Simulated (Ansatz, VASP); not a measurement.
BiTe: VASP beside Ansatz

```
CELL_PARAMETERS angstrom
4.59751 0.00000 0.00000
-2.29875 3.98156 0.00000
0.00000 0.00000 11.27151
ATOMIC_POSITIONS crystal
Bi 0.00000 0.00000 0.00000
Bi 0.33333 0.66667 0.33333
Bi 0.66667 0.33333 0.66667
Te 0.66667 0.33333 0.16667
Te 0.00000 0.00000 0.50000
Te 0.33333 0.66667 0.83333
```

Alike in both runs: functional PBE; k mesh 12 × 12 × 4; occupations gaussian, width 0.1 eV; no spin polarisation.

Ansatz relaxed the structure, and its values are those at the end. VASP's run is a single point on that final structure, the one shown.

|  | VASP | Ansatz |
| --- | --- | --- |
| version | VASP 6.6.1 | Ansatz 0.2.0 |
| potentials or method | VASP PAW PBE potentials, release 64 (Bi_d, Te), cutoff 520 eV | scalar-relativistic, plane waves, PAW |
| valence electrons in the cell | 63 | 93 |

```tsv
	VASP	Ansatz	Ansatz less VASP
gap on the k mesh at the Fermi level (eV)	none	none	-
pressure (GPa)	-0.1	0.0	+0.05
```

A gap of «none» marks a metal or a gap that the smearing closes. With one functional, cell and mesh, what is left measures potentials, basis and numerics. VASP's potentials hold 63 valence electrons a cell and Ansatz's 93, so a difference there can come from the potentials and not from the codes.

Spin-orbit coupling is off throughout.
